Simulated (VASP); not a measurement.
# NaI in VASP: further runs, part 3 of 3

VASP 6.6.1.

**5. Single point, r2SCAN (strain -0.030 along x and y, -0.015 along z)**

POSCAR

```
NaI
1.0
    0.0000000000      3.1393080000      3.1878540000
    3.1393080000      0.0000000000      3.1878540000
    3.1393080000      3.1393080000      0.0000000000
Na I
1 1
Direct
    0.0000000000      0.0000000000      0.0000000000
    0.5000000000      0.5000000000      0.5000000000
```

INCAR.step1

```
  PREC = Accurate
  ENCUT = 520
  ISMEAR = 0
  SIGMA = 0.05
  LREAL = False
  LASPH = True
  NELM = 80
  NBANDS = 14
  GGA = PE
  ALGO = Normal
  EDIFF = 1E-4
  LWAVE = True
  LCHARG = False
```

INCAR.step2

```
  PREC = Accurate
  ENCUT = 520
  EDIFF = 1E-6
  ISMEAR = 0
  SIGMA = 0.05
  LREAL = False
  LASPH = True
  NELM = 80
  ALGO = Normal
  ISIF = 2
  LWAVE = False
  LCHARG = True
  METAGGA = R2SCAN
  LMIXTAU = True
  LELF = True
  LVHAR = True
  NBANDS = 14
  ISTART = 1
```

KPOINTS

```
Automatic mesh
0
Gamma
  6 6 6
```

Potentials or basis: VASP PAW PBE potentials, release 64 (Na_pv, I).

Run with:

```sh
cat potpaw_PBE.64/Na_pv/POTCAR potpaw_PBE.64/I/POTCAR > POTCAR
cp INCAR.step1 INCAR
mpirun -np 1 vasp_std > vasp.out
cp INCAR.step2 INCAR
mpirun -np 1 vasp_std > vasp.out
```

OUTCAR:

```text
PREC = Accurate
   ENCUT = 520
   EDIFF = 1E-6
   ISMEAR = 0
   LREAL = False
   LASPH = True
   NELM = 80
   ISIF = 2
   METAGGA = R2SCAN
   ISTART = 1

 ion  position               nearest neighbor table
   1  0.000  0.000  0.000-   2 3.14   2 3.14   2 3.14   2 3.14
   2  0.500  0.500  0.500-   1 3.14   1 3.14   1 3.14   1 3.14

  LATTYP: Found a body centered tetragonal cell.
 ALAT       =     4.4396519501
 C/A-ratio  =     1.4360828443

  Lattice vectors:

 A1 = (  -3.1393080000,   0.0000000000,   3.1878540000)
 A2 = (   3.1393080000,   0.0000000000,   3.1878540000)
 A3 = (   0.0000000000,   3.1393080000,  -3.1878540000)

Analysis of symmetry for initial positions (statically):
=====================================================================
 Subroutine PRICEL returns:
 Original cell was already a primitive cell.

 Routine SETGRP: Setting up the symmetry group for a
 body centered tetragonal supercell.

 Subroutine GETGRP returns: Found 16 space group operations
 (whereof 16 operations were pure point group operations)
 out of a pool of 16 trial point group operations.

The static configuration has the point symmetry D_4h.

Analysis of symmetry for dynamics (positions and initial velocities):
=====================================================================
 Subroutine PRICEL returns:
 Original cell was already a primitive cell.

 Routine SETGRP: Setting up the symmetry group for a
 body centered tetragonal supercell.

 Subroutine GETGRP returns: Found 16 space group operations
 (whereof 16 operations were pure point group operations)
 out of a pool of 16 trial point group operations.

The dynamic configuration has the point symmetry D_4h.

 Subroutine INISYM returns: Found 16 space group operations
 (whereof 16 operations are pure point group operations),
 and found     1 'primitive' translations

----------------------------------------------------------------------------------------

                                     Primitive cell

[... 120 lines left out ...]
   LRPA    =     F    only Hartree local field effects (RPA)
 non-spin polarized calculation
 Gauss-broadening in eV      SIGMA  =   0.05
  energy-cutoff  :      520.00
  volume of cell :       62.83
 maximum number of plane-waves:      1708
 NGX is ok and might be reduce to    36
   NGX = 17   NGY = 17   NGZ = 17

 number of electron      14.0000007 magnetization

 Free energy of the ion-electron system (eV)
  ---------------------------------------------------
  ext. energy  EPLUGINS =         0.00000000
  ---------------------------------------------------
  free energy    TOTEN  =       -31.06841397 eV

  energy without entropy =      -31.06841397  energy(sigma->0) =      -31.06841397

 E-fermi :   1.2897     XC(G=0):  -8.3989

 val. band max:        1.0479879393   @ k =   0.0000   0.0000   0.0000
 cond. band min:       5.7249919719   @ k =   0.0000   0.0000   0.0000
 fundamental gap:      4.6770040325
 Fermi energy:         1.2897009663

 k-point     1 :       0.0000    0.0000    0.0000
  band No.  band energies     occupation
      1     -22.1485      2.00000
      2     -22.1480      2.00000
      3     -22.1477      2.00000
      4     -10.5259      2.00000
      5       1.0324      2.00000
      6       1.0324      2.00000
      7       1.0480      2.00000
      8       5.7250      0.00000
      9       9.4328      0.00000
     10       9.5385      0.00000
     11       9.5385      0.00000
     12      11.3895      0.00000
     13      11.5725      0.00000
     14      12.2286      0.00000
[... 377 lines left out ...]
      1     -22.1531      2.00000
      2     -22.1507      2.00000
      3     -22.1501      2.00000
      4     -10.0290      2.00000
      5      -1.0027      2.00000
      6      -0.0885      2.00000
      7       0.2743      2.00000
      8       6.8231      0.00000
      9       7.6819      0.00000
     10      10.7011      0.00000
     11      11.5133      0.00000
     12      13.2785      0.00000
     13      14.4721      0.00000
     14      15.4582      0.00000

 [... further k-points ...]

------------------------ aborting loop because EDIFF is reached ----------------------------------------

  FORCE on cell =-STRESS in cart. coord.  units (eV):
  Direction    XX          YY          ZZ          XY          YZ          ZX
  --------------------------------------------------------------------------------------
  -------------------------------------------------------------------------------------
  Total        0.6145715      0.6145715      0.3822067      0.0000000      0.0000000      0.0000000
  in kB       15.6706389     15.6706389      9.7456910      0.0000000      0.0000000      0.0000000
  external PRESSURE =      13.6956563 kB  Pullay stress =       0.0000000 kB

 VOLUME and BASIS-vectors are now :
 -----------------------------------------------------------------------------
  energy-cutoff  :      520.00
  volume of cell :       62.83
      direct lattice vectors                 reciprocal lattice vectors
     0.000000000  3.139308000  3.187854000    -0.159270769  0.159270769  0.156845326
     3.139308000  0.000000000  3.187854000     0.159270769 -0.159270769  0.156845326
     3.139308000  3.139308000  0.000000000     0.159270769  0.159270769 -0.156845326

 POSITION                                       TOTAL-FORCE (eV/Angst)
 -----------------------------------------------------------------------------------
      0.00000      0.00000      0.00000         0.000000     -0.000000      0.000000
      3.13931      3.13931      3.18785        -0.000000      0.000000      0.000000
 -----------------------------------------------------------------------------------
    total drift:                                0.000000      0.000000      0.000000

  FREE ENERGIE OF THE ION-ELECTRON SYSTEM (eV)
  ---------------------------------------------------
  free  energy   TOTEN  =       -31.0684139655 eV

  energy  without entropy=      -31.0684139655  energy(sigma->0) =      -31.06841397
```

OUTCAR.step1:

```text
PREC = Accurate
   ENCUT = 520
   ISMEAR = 0
   LREAL = False
   LASPH = True
[... 631 lines left out ...]
      0.00000      0.00000      0.00000         0.000000     -0.000000      0.000000
      3.13931      3.13931      3.18785        -0.000000      0.000000      0.000000
 -----------------------------------------------------------------------------------
    total drift:                                0.000000      0.000000      0.000000

  FREE ENERGIE OF THE ION-ELECTRON SYSTEM (eV)
  ---------------------------------------------------
  free  energy   TOTEN  =        -5.3476816518 eV

  energy  without entropy=       -5.3476816518  energy(sigma->0) =       -5.34768165
```

Run time: 47 s. Hardware: 1 thread of Intel Xeon 6975P-C (Granite Rapids), shared host; peak memory 0.21 GiB.

Results:

| Item | Value |
| --- | --- |
| Free energy | -31.0684 eV |
| Pressure | 1.4 GPa |
| Band gap on the k mesh | 4.68 eV |

Caveat: the cell differs from its parent crystal (strain -0.030 along x and y, -0.015 along z); the PAW data sets were made with another functional, which shifts forces and pressure a little; spin-orbit coupling is left out, which moves the levels of the heavy elements.

**6. The runs side by side**

| cell | gap on the mesh (eV) | pressure (GPa) |
| --- | --- | --- |
| a = 4.508 Å, angles 60.0°, 2 atoms | 4.58 | 0.6 |
| a = 4.646 Å, angles 60.0°, 2 atoms | 4.31 | -0.8 |
| a = 4.714 Å, angles 60.0°, 2 atoms | 4.19 | -1.3 |
| a = 4.474, b = 4.474, c = 4.440 Å, angles 60.3, 60.3, 59.5°, 2 atoms | 4.68 | 1.4 |

Alike in all rows: task single point; level r2SCAN; potentials or basis VASP PAW PBE potentials, release 64 (Na_pv, I); no spin polarisation; k mesh 6 × 6 × 6; cutoff (eV) 520; smearing gaussian 0.05 eV.

Caveats: the PAW data sets were made with another functional, which shifts forces and pressure a little; spin-orbit coupling is left out, which moves the levels of the heavy elements.

Absolute energies hang on the potentials; compare differences alone.
